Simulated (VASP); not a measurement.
# SnSe (Fm-3m) in VASP: a series of runs, part 2 of 3

VASP 6.6.1.

## 3. Single point, PBEsol

Input file INCAR:

```
SYSTEM = SnSe
PREC = Accurate
ENCUT = 520
EDIFF = 1E-6
ISMEAR = -1
SIGMA = 0.02
LREAL = .False.
LASPH = .True.
NELM = 60
ALGO = Normal
ISIF = 2
LWAVE = .False.
LCHARG = .True.
GGA = PS
LELF = .True.
LVHAR = .True.
NBANDS = 17
```

Input file KPOINTS:

```
Automatic mesh
0
Gamma
  9 9 9
  0 0 0
```

Input file POSCAR:

```
SnSe
1.0
    0.0000000000      3.0100000000      3.0100000000
    3.0100000000      0.0000000000      3.0100000000
    3.0100000000      3.0100000000      0.0000000000
Sn Se
1 1
Direct
    0.0000000000      0.0000000000      0.0000000000
    0.5000000000      0.5000000000      0.5000000000
```

Potentials or basis: VASP PAW PBE potentials, release 64 (Sn_d, Se).

The run is started by

```sh
$ cat potpaw_PBE.64/Sn_d/POTCAR potpaw_PBE.64/Se/POTCAR > POTCAR
$ mpirun -np 1 vasp_std > vasp.out
```

OUTCAR:

```text
SYSTEM = SnSe
   PREC = Accurate
   ENCUT = 520
   EDIFF = 1E-6
   ISMEAR = -1
   LREAL = .False.
   LASPH = .True.
   NELM = 60
   ISIF = 2
   GGA = PS

 ion  position               nearest neighbor table
   1  0.000  0.000  0.000-   2 3.01   2 3.01   2 3.01   2 3.01   2 3.01   2 3.01
   2  0.500  0.500  0.500-   1 3.01   1 3.01   1 3.01   1 3.01   1 3.01   1 3.01

  LATTYP: Found a face centered cubic cell.
 ALAT       =     6.0200000000

  Lattice vectors:

 A1 = (   0.0000000000,   3.0100000000,   3.0100000000)
 A2 = (   3.0100000000,   0.0000000000,   3.0100000000)
 A3 = (   3.0100000000,   3.0100000000,   0.0000000000)

Analysis of symmetry for initial positions (statically):
=====================================================================
 Subroutine PRICEL returns:
 Original cell was already a primitive cell.

 Routine SETGRP: Setting up the symmetry group for a
 face centered cubic supercell.

 Subroutine GETGRP returns: Found 48 space group operations
 (whereof 48 operations were pure point group operations)
 out of a pool of 48 trial point group operations.

The static configuration has the point symmetry O_h .

Analysis of symmetry for dynamics (positions and initial velocities):
=====================================================================
 Subroutine PRICEL returns:
 Original cell was already a primitive cell.

 Routine SETGRP: Setting up the symmetry group for a
 face centered cubic supercell.

 Subroutine GETGRP returns: Found 48 space group operations
 (whereof 48 operations were pure point group operations)
 out of a pool of 48 trial point group operations.

The dynamic configuration has the point symmetry O_h .

 Subroutine INISYM returns: Found 48 space group operations
 (whereof 48 operations are pure point group operations),
 and found     1 'primitive' translations

----------------------------------------------------------------------------------------

                                     Primitive cell

  volume of cell :      54.5418

  direct lattice vectors                    reciprocal lattice vectors
     0.000000000  3.010000000  3.010000000    -0.166112957  0.166112957  0.166112957
     3.010000000  0.000000000  3.010000000     0.166112957 -0.166112957  0.166112957
     3.010000000  3.010000000  0.000000000     0.166112957  0.166112957 -0.166112957

  length of vectors
     4.256782823  4.256782823  4.256782823     0.287716081  0.287716081  0.287716081

  position of ions in fractional coordinates (direct lattice)
     0.000000000  0.000000000  0.000000000
     0.500000000  0.500000000  0.500000000

  ion indices of the primitive-cell ions
   primitive index   ion index
                 1           1
                 2           2

----------------------------------------------------------------------------------------

 KPOINTS: Automatic mesh

Automatic generation of k-mesh.
 Grid dimensions read from file:
 generate k-points for:    9    9    9

 Generating k-lattice:

  Cartesian coordinates                     Fractional coordinates (reciprocal lattice)
    -0.018456995  0.018456995  0.018456995     0.111111111  0.000000000  0.000000000
     0.018456995 -0.018456995  0.018456995     0.000000000  0.111111111  0.000000000
     0.018456995  0.018456995 -0.018456995     0.000000000  0.000000000  0.111111111

  Length of vectors
     0.031968453  0.031968453  0.031968453

  Shift w.r.t. Gamma in fractional coordinates (k-lattice)
     0.000000000  0.000000000  0.000000000

 Subroutine IBZKPT returns following result:
 ===========================================

 Found     35 irreducible k-points:

 Following reciprocal coordinates:
            Coordinates               Weight
  0.000000  0.000000  0.000000      1.000000
  0.111111  0.000000  0.000000      8.000000
  0.222222  0.000000  0.000000      8.000000
  0.333333  0.000000  0.000000      8.000000
  0.444444  0.000000  0.000000      8.000000
  0.111111  0.111111  0.000000      6.000000
[... 16 lines left out ...]
 -0.333333  0.333333  0.000000     12.000000
  0.444444  0.444444  0.000000      6.000000
 [... further k-points ...]
   k-points           NKPTS =     35   k-points in BZ     NKDIM =     35   number of bands    NBANDS=     17
   number of dos      NEDOS =    301   number of ions     NIONS =      2
   total plane-waves  NPLWV =  32768
   dimension x,y,z NGX =    32 NGY =   32 NGZ =   32
   dimension x,y,z NGXF=    64 NGYF=   64 NGZF=   64
   ions per type =               1   1
   NGX,Y,Z   is equivalent  to a cutoff of  12.50, 12.50, 12.50 a.u.
   NGXF,Y,Z  is equivalent  to a cutoff of  24.99, 24.99, 24.99 a.u.
 SYSTEM =  SnSe
   PREC   = accura    normal or accurate (medium, high low for compatibility)
   ISTART =      0    job   : 0-new  1-cont  2-samecut
   ICHARG =      2    charge: 1-file 2-atom 10-const
   ISPIN  =      1    spin polarized calculation?
   LNONCOLLINEAR =      F non collinear calculations
   LSORBIT =      F    spin-orbit coupling
   LASPH  =      T    aspherical Exc in radial PAW
   ENCUT  =  520.0 eV  38.22 Ry    6.18 a.u.   7.91  7.91  7.91*2*pi/ulx,y,z
   NELM   =     60;   NELMIN=  2; NELMDL= -5     # of ELM steps
   EDIFF  = 0.1E-05   stopping-criterion for ELM
   LREAL  =      F    real-space projection
   EDIFFG = 0.1E-04   stopping-criterion for IOM
   NSW    =      0    number of steps for IOM
   IBRION =     -1    ionic relax: 0-MD 1-quasi-New 2-CG
   NFREE  =      0    steps in history (QN), initial steepest desc. (CG)
   ISIF   =      2    stress and relaxation
   ISYM   =      2    0-nonsym 1-usesym 2-fastsym
   POTIM  = 0.5000    time-step for ionic-motion
   TEBEG  =    0.0;   TEEND  =   0.0 temperature during run
   PSTRESS=    0.0 pullay stress
   NELECT =      20.0000    total number of electrons
   NUPDOWN=      -1.0000    fix difference up-down
   EMIN   =  10.00;   EMAX   =-10.00  energy-range for DOS
   EFERMI =   0.00;   METHOD = LEGACY
   ISMEAR =    -1;   SIGMA  =   0.02  broadening in eV -4-tet -1-fermi 0-gaus
   EFERMI_NEDOS =   21; number of points for ismear=-14 and -15
   IALGO  =     38    algorithm
   IMIX   =      4    mixing-type and parameters
     AMIX     =   0.40;   BMIX     =  1.00
     AMIX_MAG =   1.60;   BMIX_MAG =  1.00
  volume/ion in A,a.u.               =      27.27       184.03
  Fermi-wavevector in a.u.,A,eV,Ry     =   1.171768  2.214321 18.681350  1.373040
  Thomas-Fermi vector in A             =   2.308207
   LORBIT       =      0    0 simple, 1 ext, 2 COOP (PROOUT), +10 PAW based schemes
   GGA     = PS    functional components
   LHFCALC =     F    Hartree Fock is set to
   AEXX    =    0.0000 exact exchange contribution
   IVDW    =     0    specifies the selected vdW correction
   LEPSILON=     F    determine dielectric tensor
   LRPA    =     F    only Hartree local field effects (RPA)
 non-spin polarized calculation
  energy-cutoff  :      520.00
  volume of cell :       54.54
 maximum number of plane-waves:      1484
   NGX = 15   NGY = 15   NGZ = 15

 number of electron      20.0000005 magnetization

 Free energy of the ion-electron system (eV)
  ---------------------------------------------------
  ext. energy  EPLUGINS =         0.00000000
  ---------------------------------------------------
  free energy    TOTEN  =        -8.96841127 eV

  energy without entropy =       -8.96841124  energy(sigma->0) =       -8.96841125

 E-fermi :   5.6428     XC(G=0):  -9.7748

 val. band max:        5.3582578751   @ k =  -0.3333   0.1111   0.0000
 cond. band min:       5.9272899171   @ k =  -0.3333   0.1111   0.0000
 fundamental gap:      0.5690320420
 Fermi energy:         5.6428043370

 k-point     1 :       0.0000    0.0000    0.0000
  band No.  band energies     occupation
      1     -16.0408      2.00000
      2     -16.0408      2.00000
      3     -16.0408      2.00000
      4     -16.0399      2.00000
      5     -16.0399      2.00000
      6      -8.4316      2.00000
[... 9 lines left out ...]
     16      11.2467      0.00000
     17      13.5083      0.00000

 k-point     2 :       0.1111    0.0000    0.0000
  band No.  band energies     occupation
      1     -16.0411      2.00000
      2     -16.0411      2.00000
      3     -16.0404      2.00000
      4     -16.0390      2.00000
      5     -16.0390      2.00000
      6      -8.3443      2.00000
[... 9 lines left out ...]
     16      11.5457      0.00000
     17      14.4128      0.00000
[... 421 lines left out ...]
 k-point    24 :       0.4444    0.4444    0.0000
  band No.  band energies     occupation
      1     -16.0679      2.00000
      2     -16.0473      2.00000
      3     -16.0324      2.00000
      4     -16.0233      2.00000
      5     -16.0233      2.00000
      6      -7.2569      2.00000
[... 9 lines left out ...]
     16      17.0245      0.00000
     17      18.0305      0.00000

 [... further k-points ...]
[... 5 lines left out ...]
  --------------------------------------------------------------------------------------
  -------------------------------------------------------------------------------------
  Total       -0.6197061     -0.6197061     -0.6197061      0.0000000      0.0000000     -0.0000000
  in kB      -18.2040014    -18.2040014    -18.2040014      0.0000000      0.0000000     -0.0000000
  external PRESSURE =     -18.2040014 kB  Pullay stress =       0.0000000 kB

 VOLUME and BASIS-vectors are now :
 -----------------------------------------------------------------------------
  energy-cutoff  :      520.00
  volume of cell :       54.54
      direct lattice vectors                 reciprocal lattice vectors
     0.000000000  3.010000000  3.010000000    -0.166112957  0.166112957  0.166112957
     3.010000000  0.000000000  3.010000000     0.166112957 -0.166112957  0.166112957
     3.010000000  3.010000000  0.000000000     0.166112957  0.166112957 -0.166112957

 POSITION                                       TOTAL-FORCE (eV/Angst)
 -----------------------------------------------------------------------------------
      0.00000      0.00000      0.00000         0.000000      0.000000      0.000000
      3.01000      3.01000      3.01000        -0.000000     -0.000000     -0.000000
 -----------------------------------------------------------------------------------
    total drift:                                0.000000     -0.000000     -0.000000

  FREE ENERGIE OF THE ION-ELECTRON SYSTEM (eV)
  ---------------------------------------------------
  free  energy   TOTEN  =        -8.9684112678 eV

  energy  without entropy=       -8.9684112411  energy(sigma->0) =       -8.96841125
```

OSZICAR:

```text
N       E                     dE             d eps       ncg     rms          rms(c)
DAV:   1     0.134570610009E+03    0.13457E+03   -0.98084E+03  1191   0.144E+03
DAV:   2     0.395581251876E+01   -0.13061E+03   -0.12616E+03  1239   0.344E+02
DAV:   3    -0.879031989102E+01   -0.12746E+02   -0.12645E+02  1459   0.955E+01
DAV:   4    -0.913344279209E+01   -0.34312E+00   -0.34271E+00  1428   0.163E+01
DAV:   5    -0.914261431746E+01   -0.91715E-02   -0.91710E-02  1653   0.264E+00    0.299E+00
DAV:   6    -0.897235015123E+01    0.17026E+00   -0.41570E-01  1746   0.414E+00    0.177E+00
DAV:   7    -0.896847103826E+01    0.38791E-02   -0.69933E-02  1463   0.127E+00    0.850E-01
DAV:   8    -0.896858866813E+01   -0.11763E-03   -0.73033E-03  1540   0.726E-01    0.948E-02
DAV:   9    -0.896838507491E+01    0.20359E-03   -0.13819E-03  1724   0.277E-01    0.442E-02
DAV:  10    -0.896840959776E+01   -0.24523E-04   -0.12027E-04  1389   0.703E-02    0.795E-03
DAV:  11    -0.896841122696E+01   -0.16292E-05   -0.68477E-06  1599   0.198E-02    0.226E-03
DAV:  12    -0.896841126780E+01   -0.40842E-07   -0.29480E-07   863   0.733E-03
   1 F= -.89684113E+01 E0= -.89684113E+01  d E =-.266668E-07
```

stdout:

```text
POSCAR found type information on POSCAR SnSe
 POSCAR found :  2 types and       2 ions
 scaLAPACK will be used
 -----------------------------------------------------------------------------
|                                                                             |
|                                                                             |
|     You enforced a specific xc type in the INCAR file but a different       |
|     I HOPE YOU KNOW WHAT YOU ARE DOING!                                     |
|                                                                             |
 -----------------------------------------------------------------------------

 LDA part: xc-table for (Slater+PW92), standard interpolation
 POSCAR, INCAR and KPOINTS ok, starting setup
 FFT: planning ... GRIDC
 FFT: planning ... GRID_SOFT
 FFT: planning ... GRID
 WAVECAR not read
 entering main loop
```

Wall time 15 s (1 thread of Intel Xeon 6975P-C (Granite Rapids), shared host); peak memory 0.19 GiB.

What came out:

| Quantity | Value |
| --- | --- |
| Free energy | -8.9684 eV |
| Pressure | -1.8 GPa |

Caveat: this odd mesh misses L, where the gap lies, so gap, dielectric constants and Born charges aren't listed; the PAW data sets were made with another functional, which shifts forces and pressure a little; spin-orbit coupling is left out, which moves the levels of the heavy elements.

(Continued in part 3 of 3.)
